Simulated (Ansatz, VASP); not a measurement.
## One calculation of Ga3Sb, two programs

```xyz
4
Lattice="-2.2142 2.2142 4.4972 2.2142 -2.2142 4.4972 2.2142 2.2142 -4.4972" Properties=species:S:1:pos:R:3 pbc="T T T"
Ga    0.0000    2.2142    2.2486
Ga    2.2142    0.0000    2.2486
Ga    0.0000    0.0000    4.4972
Sb    0.0000    0.0000    0.0000
```

Alike in both runs: task single point; functional PBE; k mesh 16 × 16 × 16; occupations gaussian, width 0.15 eV; no spin polarisation.

|  | VASP | Ansatz |
| --- | --- | --- |
| version | VASP 6.6.1 | Ansatz 0.2.0 |
| potentials or method | VASP PAW PBE potentials, release 64 (Ga_d, Sb), cutoff 520 eV | scalar-relativistic, plane waves, PAW |
| valence electrons in the cell | 44 | 54 |

```tsv
	VASP	Ansatz	Ansatz less VASP
gap on the k mesh at the Fermi level (eV)	none	none	-
pressure (GPa)	0.1	0.0	-0.05
traceless stress, the component that is largest in VASP (GPa)	-0.42	-0.42	-0.003
```

A gap of «none» marks a metal or a gap that the smearing closes. With one functional, cell and mesh, what is left measures potentials, basis and numerics. VASP's potentials hold 44 valence electrons a cell and Ansatz's 54, so a difference there can come from the potentials and not from the codes.

Neither program's run includes spin-orbit coupling.
